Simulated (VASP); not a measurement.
## LiCl: single point with PBE

LiCl:

```xyz
16
Lattice="0.0000 5.3267 5.3267 5.3267 0.0000 5.3267 5.3267 5.3267 0.0000" Properties=species:S:1:pos:R:3 pbc="T T T"
Li    0.2290   -0.0510    0.3262
Li    3.0132    3.2712    0.0279
Li    2.4419    1.0702    2.6193
Li    5.4950    3.2653    3.3239
Li   -0.1584    2.7678    2.2352
Li    2.6755    5.7055    3.1014
Li    2.3454    2.8438    5.4777
Li    5.0424    5.4984    6.4948
Cl    2.4589    3.1271    2.9480
Cl    5.3276    5.7974    2.7983
Cl    5.0636    3.5489    5.4593
Cl    7.9723    5.6239    5.7278
Cl    2.5445    5.2795    5.7888
Cl    5.3549    7.7943    6.3365
Cl    4.8300    5.7283    8.9227
Cl    8.0702    8.3183    8.3426
```

| Quantity | Value |
| --- | --- |
| Program | VASP 6.6.1 |
| Task | single point |
| Functional | PBE |
| Potentials or basis | VASP PAW PBE potentials, release 64 (Li_sv, Cl) |
| Cutoff | 520 eV |
| k mesh | 2 × 2 × 2 |
| Occupations | fermi-dirac, width 0.16 eV |
| Spin | no spin polarisation |

```yaml
Largest_force: 1.321 eV/Å
Band_gap_on_the_k_mesh: 4.83 eV
```

Forces in eV/Å, atoms in the order of the input:
```
Li  -0.301 -0.055  0.457
Li   0.093  0.238  0.064
Li   0.036 -1.304  0.207
Li   0.167 -0.117 -0.624
Li  -0.126 -0.132  0.482
Li   0.129  0.096 -0.240
Li   0.105 -0.262  0.141
Li   0.145  0.478  0.062
Cl  -0.366  0.997  0.117
Cl   0.015  0.015 -0.175
Cl   0.400 -0.815  0.334
Cl  -0.325 -0.011  0.638
Cl  -0.283  0.751 -0.265
Cl  -0.357  0.725 -0.618
Cl   0.650 -0.109 -0.957
Cl   0.018 -0.496  0.376
```

Levels at points of the mesh, in eV from the valence-band top:
```tsv
k point	band 37	band 38	band 39	band 40	band 41	band 42	band 43	band 44
(0.00, 0.00, 0.00)	-0.73	-0.64	-0.37	0.00	4.83	5.65	6.02	6.07
(0.50, 0.00, 0.00)	-0.85	-0.75	-0.40	-0.14	5.72	5.93	6.42	6.69
(0.00, 0.50, 0.00)	-0.85	-0.74	-0.55	-0.04	5.75	6.18	6.53	6.76
(0.00, 0.00, 0.50)	-0.81	-0.75	-0.40	-0.18	5.67	6.04	6.59	6.79
(0.50, 0.50, 0.50)	-0.78	-0.70	-0.65	-0.02	5.72	5.85	6.65	6.82
(0.50, 0.50, 0.00)	-0.83	-0.75	-0.65	-0.12	6.01	6.47	6.74	6.89
(0.00, 0.50, 0.50)	-0.82	-0.66	-0.56	-0.22	6.07	6.44	6.84	7.05
(0.50, 0.00, 0.50)	-0.86	-0.73	-0.46	-0.07	6.30	6.45	6.70	6.94
```

It took 3.4 min on 1 thread of Oxide Virtual Turin-like Processor, with other jobs on the host, peak memory 0.38 GiB.

Caveat: the k points lie up to 0.51 Å⁻¹ apart; the atoms stand as in a frame of molecular dynamics; forces of over 1 eV/Å act on the atoms, so gaps and moduli don't describe the material at rest.
